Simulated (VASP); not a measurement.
# Li7Be8H24 (a cell with a defect) in VASP: notebook, part 2 of 2

VASP 6.6.1. Earlier steps stand in the parts before.

### Step 3. Single point, PBEsol

The COD entry that gives the cell may itself be a prediction, so a difference from it is no test against experiment.

Contents of INCAR:

```
SYSTEM = Li7Be8H24
PREC = Accurate
ENCUT = 520
EDIFF = 1E-6
ISMEAR = -1
SIGMA = 0.05
LREAL = Auto
LASPH = .TRUE.
NELM = 60
ALGO = Normal
ISIF = 2
LWAVE = .FALSE.
LCHARG = .FALSE.
GGA = PS
NBANDS = 56
```

Contents of KPOINTS:

```
regular mesh
0
G
  2 2 2
  0 0 0
```

Contents of POSCAR:

```
Li7Be8H24
1.0
    0.0000000000      6.2993000000      4.4104000000
    4.5361000000      0.0000000000      4.4104000000
    4.5361000000      6.2993000000      0.0000000000
Li Be H
7 8 24
Direct
    0.3969188437      0.1418531498      0.3240977772
    0.6856814110      0.3422525632      0.5851740808
    0.8897738467      0.0802968952      0.8923448014
    0.1365791003      0.4297187412      0.0973199044
    0.8891005227      0.5892461125      0.8883668149
    0.0875696742      0.8964907285      0.1925725638
    0.6424165642      0.9262846874      0.6519653512
    0.2703123496      0.2282365348      0.7762166298
    0.7103712288      0.2631912599      0.2450206402
   -0.0066743326     -0.0021684027      0.5110637092
    0.4924449343     -0.0745236573      0.0344231304
    0.7430932452      0.7203567820      0.2086791740
    0.2277401961      0.7702645200      0.6984420781
    0.4857743618      0.5035236611     -0.0165634971
    0.0046459548      0.5146493472      0.5344456903
    0.2263063188      0.0572507282      0.7357212081
   -0.0458459375      0.7579582176     -0.0734054079
    0.2543357550      1.0412610163      0.2230188717
    0.5033508151      0.2451073746      0.0033880289
    0.2672962741      0.5053774063      0.7197499057
    0.5106237124      0.7337305412      0.5243325526
    0.2415402386      0.5276643687      0.2689450535
   -0.0090199429      0.2351672311      0.5894177648
    0.8951521840      0.5615637601      0.3208241943
    0.6579293669      0.3202132052      0.0809463812
    0.8699517343      0.1219764355      0.3995067770
    0.5146328171      0.8568981098      0.2244493032
    0.7168164387      0.5296011198      0.1961103945
    0.4779869729      0.3082682420      0.4311775374
    0.6914758244      0.5795426773      0.7057905385
    1.0180346766      0.7543669197      0.4708926646
    0.7489864045      0.9672298117      0.2544584227
    0.9999407480      0.2368858437      1.0420321696
    0.7811162057     -0.0722009146      0.7946938049
    0.4924568825      0.7051215685      1.0236322068
    0.4708973738      0.1691352763      0.7990532557
    0.1698736373      0.9342892504      0.5359825690
    0.3385425723      0.6725902047      0.8444618885
    0.0661986035      0.3335610555      0.6973465523
```

Potentials or basis: VASP PAW PBE potentials, release 64 (Li_sv, Be, H).

Launch:

```sh
$ cat potpaw_PBE.64/Li_sv/POTCAR potpaw_PBE.64/Be/POTCAR potpaw_PBE.64/H/POTCAR > POTCAR
$ mpirun -np 1 vasp_std > vasp.out
```

OUTCAR:

```text
SYSTEM = Li7Be8H24
   PREC = Accurate
   ENCUT = 520
   EDIFF = 1E-6
   ISMEAR = -1
   LREAL = Auto
   LASPH = .TRUE.
   NELM = 60
   ISIF = 2
   GGA = PS

 ion  position               nearest neighbor table
   1  0.397  0.142  0.324-   9 2.43
   2  0.686  0.342  0.585-  36 1.72  10 2.41   7 2.58
   3  0.890  0.080  0.892-  13 2.46  12 2.48
   4  0.137  0.430  0.097-  24 1.69  14 2.39
   5  0.889  0.589  0.888-  17 1.54  28 1.74  12 2.32  15 2.46  13 2.48
   6  0.088  0.896  0.193-  31 1.73  10 2.37
   7  0.642  0.926  0.652-  10 2.31  11 2.36   2 2.58
   8  0.270  0.228  0.776-  16 1.45  36 1.55  20 1.61
   9  0.710  0.263  0.245-  29 1.37  25 1.45  28 1.58   1 2.43
  10  0.993  0.998  0.511-  37 1.37  26 1.48  31 1.61   7 2.31   6 2.37   2 2.41
  11  0.492  0.925  0.034-  35 1.43  27 1.46  18 1.51   7 2.36
  12  0.743  0.720  0.209-  28 1.35  27 1.56  17 1.62   5 2.32   3 2.48
  13  0.228  0.770  0.698-  37 1.46  20 1.53  21 1.60  17 1.62  38 1.63   3 2.46   5 2.48
  14  0.486  0.504  0.983-  35 1.46  19 1.53  30 1.61   4 2.39
  15  0.005  0.515  0.534-  31 1.41  39 1.51  22 1.60   5 2.46
  16  0.226  0.057  0.736-   8 1.45
  17  0.954  0.758  0.927-   5 1.54  13 1.62  12 1.62
[... 274 lines left out ...]
      1     -43.3990      2.00000
      2     -43.3733      2.00000
      3     -43.1463      2.00000
      4     -43.1086      2.00000
      5     -42.9717      2.00000
      6     -42.9227      2.00000
[... 349 lines left out ...]
     41       7.2171      0.00000
     42       7.3332      0.00000
 [bands above 42 left out]

------------------------ aborting loop because EDIFF is reached ----------------------------------------

  FORCE on cell =-STRESS in cart. coord.  units (eV):
  Direction    XX          YY          ZZ          XY          YZ          ZX
  --------------------------------------------------------------------------------------
  -------------------------------------------------------------------------------------
  Total        0.9314190      1.7781924      1.3426708      2.6075676      1.8807188      2.0869275
  in kB        5.9206966     11.3033310      8.5348764     16.5753716     11.9550548     13.2658491
  external PRESSURE =       8.5863013 kB  Pullay stress =       0.0000000 kB

 VOLUME and BASIS-vectors are now :
 -----------------------------------------------------------------------------
  energy-cutoff  :      520.00
  volume of cell :      252.05
      direct lattice vectors                 reciprocal lattice vectors
     0.000000000  6.299300000  4.410400000    -0.110226847  0.079373899  0.113368402
     4.536100000  0.000000000  4.410400000     0.110226847 -0.079373899  0.113368402
     4.536100000  6.299300000  0.000000000     0.110226847  0.079373899 -0.113368402

 POSITION                                       TOTAL-FORCE (eV/Angst)
 -----------------------------------------------------------------------------------
      2.11360      4.54190      2.37620         0.145636      0.177431     -0.088211
      4.20690      8.00550      4.53360         0.731263     -0.141434      0.851810
      4.41200     11.22610      4.27840         0.514429     -0.163307      0.276106
      2.39070      1.47340      2.49760        -0.421529      0.088055      0.022130
      6.70260     11.19680      6.52010        -1.169358     -0.566580     -0.771734
      4.94010      1.76470      4.34010        -0.480855     -0.640355     -0.079446
[... 31 lines left out ...]
      6.88150      7.45210      4.45950         0.518933      1.023240     -0.736883
      4.67630      4.80980      1.76310         0.995025     -0.451533      0.966011
 -----------------------------------------------------------------------------------
    total drift:                                0.003188     -0.000486      0.001515

  FREE ENERGIE OF THE ION-ELECTRON SYSTEM (eV)
  ---------------------------------------------------
  free  energy   TOTEN  =      -123.5734772964 eV

  energy  without entropy=     -123.5611296459  energy(sigma->0) =     -123.56730347
```

Wall time 11 min (1 thread of Intel Xeon 8259CL, shared host); peak memory 0.44 GiB.

Results:

* Free energy: -123.5735 eV
* Largest force: 2.321 eV/Å

Forces in eV/Å, atoms in the order of the input:
```
Li   0.146  0.177 -0.088
Li   0.731 -0.141  0.852
Li   0.514 -0.163  0.276
Li  -0.422  0.088  0.022
Li  -1.169 -0.567 -0.772
Li  -0.481 -0.640 -0.079
Li  -0.774 -0.401 -0.656
Be   0.498 -1.138  0.585
Be  -0.928  0.324  0.744
Be   0.254  0.405  0.346
Be   0.992  0.396  1.159
Be   1.927  1.269  0.247
Be  -0.615  1.747  0.509
Be  -0.332 -0.269  0.207
Be  -1.278 -0.187 -1.584
H   -0.633  0.469 -0.492
H    0.943  0.990  0.723
H   -0.033 -0.809 -0.564
H    0.229 -0.521  0.150
H   -0.092 -0.110 -0.490
H   -0.190 -0.689  0.052
H   -0.557  0.033 -0.446
H   -0.442 -1.418 -0.042
H    0.395 -0.528  0.237
H    0.168 -0.361  0.533
H    0.400 -0.171 -0.217
H   -0.476  0.117  0.542
H   -0.945  0.114 -1.148
H    0.739  0.499 -0.984
H   -0.402  0.681  0.093
H    0.849  0.162  0.302
H    0.113 -0.049  0.331
H   -0.418  0.278  0.426
H   -0.032 -0.739 -0.058
H    0.389 -0.206  0.487
H   -0.199 -0.436 -1.220
H   -0.382  1.224 -0.212
H    0.519  1.023 -0.737
H    0.995 -0.452  0.966
```

Caveat: the k points lie up to 0.56 Å⁻¹ apart; the cutoff is under 1.25 times the usual one of these potentials, so pressure, stress and relaxed cells hold a basis-set (Pulay) error; the PAW data sets were made with another functional, which shifts forces and pressure a little.

### Step 4. Single point, PBEsol

Contents of INCAR:

```
PREC = Accurate
ENCUT = 520
EDIFF = 1E-6
ISMEAR = -1
SIGMA = 0.05
LREAL = Auto
LASPH = T
NELM = 80
ALGO = Normal
ISIF = 2
LWAVE = F
LCHARG = F
GGA = PS
NBANDS = 56
```

Contents of KPOINTS:

```
Automatic mesh
0
Gamma
  2 2 2
```

Contents of POSCAR:

```
Li7Be8H24
1.0
    0.0000000000      6.2993000000      4.4104000000
    4.5361000000      0.0000000000      4.4104000000
    4.5361000000      6.2993000000      0.0000000000
Li Be H
7 8 24
Direct
    0.4451961693      0.1418254161      0.3363827363
    0.5046318893      0.3848112451      0.6980572984
    0.9797019344      0.1155728706      0.8279909838
    0.1366683883      0.3872069972      0.0617028593
    0.8804198908      0.5194758103      0.8984603022
    0.0096029724      0.8700904795      0.2198987183
    0.6433341321      0.8322463141      0.6339030212
    0.2790817873      0.2121208247      0.7169812674
    0.7597289108      0.2434680781      0.2382232426
    0.0236478262      0.0000688435      0.5138087166
    0.5053918009     -0.0365681115      0.0183806817
    0.8257785606      0.7599732986      0.1464881992
    0.2860060478      0.7275754868      0.6955633329
    0.4951744518      0.4859156987     -0.0404890106
    0.0517571364      0.4126451854      0.4510923866
    0.3127371291     -0.0220151992      0.6376541842
    0.0287450675      0.7902282682     -0.0882596168
    0.2958846774      0.9428691771      0.2829415414
    0.4862338666      0.2340409384     -0.0088474903
    0.2499693681      0.4916640438      0.7314571396
    0.5731703986      0.6506188269      0.4768034081
    0.2923663666      0.4540738656      0.2285169062
   -0.0692710726      0.2748079854      0.4848093070
    0.9321506265      0.5956926530      0.3311167207
    0.6231712531      0.4251010125      0.1026871756
    0.8539227691      0.0444084480      0.4406337689
    0.6234276232      0.8445798138      0.1506583864
    0.8823189925      0.4382641746      0.1393024575
    0.4764236762      0.3658808767      0.4725706565
    0.7383567599      0.4984018108      0.7246311912
    1.0277616998      0.6875475692      0.4578636872
    0.7539988003      1.0358388562      0.1356079814
    1.0197452278      0.1789895809      0.9929863456
    0.7936125937      0.0059293980      0.7523210815
    0.5201744673      0.7384642050      0.9896282092
    0.3643013716      0.0846601738      0.8814560935
    0.1891074196      0.9380012327      0.5704531665
    0.3996472988      0.6031642376      0.8169323212
    0.1844962716      0.3102207608      0.5723656019
```

Launch:

```sh
$ cat potpaw_PBE.64/Li_sv/POTCAR potpaw_PBE.64/Be/POTCAR potpaw_PBE.64/H/POTCAR > POTCAR
$ mpirun -np 1 vasp_std > vasp.out
```

Run time: 11 min. Hardware: 1 thread of Intel Xeon 8259CL, shared host; peak memory 0.43 GiB.

The run converged. Its results:

| Property | Result |
| --- | --- |
| Free energy | -121.8754 eV |
| Largest force | 2.621 eV/Å |

Forces in eV/Å, atoms in the order of the input:
```
Li  -0.133 -0.630 -0.207
Li  -1.783  0.743  0.533
Li  -0.439 -0.862 -1.047
Li  -0.057  1.077  0.082
Li   0.035 -0.770  1.044
Li  -0.377  0.921  0.958
Li   0.151  0.138 -0.204
Be  -0.223  0.805  0.636
Be   0.614 -0.415  0.099
Be  -0.407 -0.877  0.083
Be  -0.199  0.166  0.323
Be   0.849  0.454 -1.727
Be   0.064 -0.369  0.832
Be   0.575  1.460  0.324
Be   1.754 -0.046  1.947
H    0.895  1.353  0.817
H    0.010  0.345  0.104
H    0.006 -0.964 -0.041
H   -0.171  0.046  0.061
H    0.140 -0.402 -0.861
H    0.579 -0.714  0.060
H   -0.160 -0.308 -0.102
H   -1.012  0.077 -0.625
H   -0.314 -1.528  0.295
H   -0.588  0.751 -0.815
H   -0.339 -1.262  0.370
H   -0.404 -0.758 -0.353
H    1.235 -0.501 -0.368
H   -1.344  0.643 -0.334
H   -0.162  0.316 -0.207
H    0.158  0.779 -0.161
H    0.586  1.430 -0.352
H   -0.381 -0.078  0.570
H    0.056  0.096 -0.679
H   -0.498 -0.467 -0.277
H   -0.132 -0.298  0.572
H   -0.188 -0.423 -0.556
H    1.126  0.603 -0.286
H    0.479 -0.528 -0.510
```

Levels at points of the mesh, in eV from the Fermi level:
| k point | band 27 | band 28 | band 29 | band 30 | band 31 | band 32 | band 33 | band 34 | band 35 | band 36 |
| --- | --- | --- | --- | --- | --- | --- | --- | --- | --- | --- |
| (0.00, 0.00, 0.00) | -1.63 | -1.41 | -1.20 | -0.22 | 0.32 | 1.73 | 2.33 | 2.62 | 2.64 | 3.02 |
| (0.50, 0.00, 0.00) | -2.08 | -1.92 | -1.26 | -0.89 | -0.11 | 2.21 | 2.44 | 2.67 | 2.94 | 3.34 |
| (0.00, 0.50, 0.00) | -2.30 | -1.76 | -1.19 | -0.80 | -0.38 | 2.26 | 2.67 | 2.76 | 2.86 | 3.26 |
| (0.50, 0.50, 0.50) | -2.19 | -1.70 | -1.37 | -0.70 | -0.60 | 2.18 | 2.35 | 2.85 | 2.88 | 3.09 |
| (0.00, 0.00, 0.50) | -1.81 | -1.69 | -1.44 | -0.77 | -0.31 | 2.07 | 2.62 | 2.88 | 3.11 | 3.30 |
| (0.50, 0.50, 0.00) | -2.37 | -2.24 | -2.05 | -1.74 | -0.99 | 1.92 | 2.28 | 2.37 | 2.58 | 3.10 |
| (0.50, 0.00, 0.50) | -2.90 | -1.05 | 0.11 | 0.40 | 0.71 | 2.11 | 2.32 | 2.80 | 2.90 | 3.13 |
| (0.00, 0.50, 0.50) | -2.51 | -2.13 | -2.05 | -1.48 | -1.25 | 1.76 | 2.03 | 2.32 | 2.44 | 3.08 |

Caveat: the k points lie up to 0.56 Å⁻¹ apart; the cutoff is under 1.25 times the usual one of these potentials, so pressure, stress and relaxed cells hold a basis-set (Pulay) error; the PAW data sets were made with another functional, which shifts forces and pressure a little.
